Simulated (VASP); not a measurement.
A run of VASP 6.6.1 is set up as follows.

File INCAR:

```
PREC = Accurate
ENCUT = 520
EDIFF = 1E-6
ISMEAR = 0
SIGMA = 0.15
LREAL = F
LASPH = T
NELM = 60
ALGO = Fast
ISIF = 2
LWAVE = F
LCHARG = F
GGA = PE
NBANDS = 13
```

KPOINTS

```
Automatic mesh
0
Gamma
  22 22 22
```

Contents of POSCAR:

```
Mo
1.0
   -1.6966800000      1.6966800000      1.4453200000
    1.6966800000     -1.6966800000      1.4453200000
    1.6966800000      1.6966800000     -1.4453200000
Mo
1
Direct
    0.0000000000      0.0000000000      0.0000000000
```

Potentials or basis: VASP PAW PBE potentials, release 64 (Mo_sv).

The run is started by

```bash
$ cat potpaw_PBE.64/Mo_sv/POTCAR > POTCAR
$ mpirun -np 1 vasp_std > vasp.out
```

Task: Predict the band gap on the k mesh.

Result: Zero (bands 7 and 8 overlap by 4.99 eV).

Task: Estimate the pressure.

Result: -8.9 GPa.

Stress tensor (GPa, compression positive):
```
-19.01   0.00   0.00
  0.00 -19.01   0.00
  0.00   0.00  11.38
```

Caveat: the cell differs from its parent crystal (strain +0.080 along x and y, -0.080 along z); the cell stands under tension.
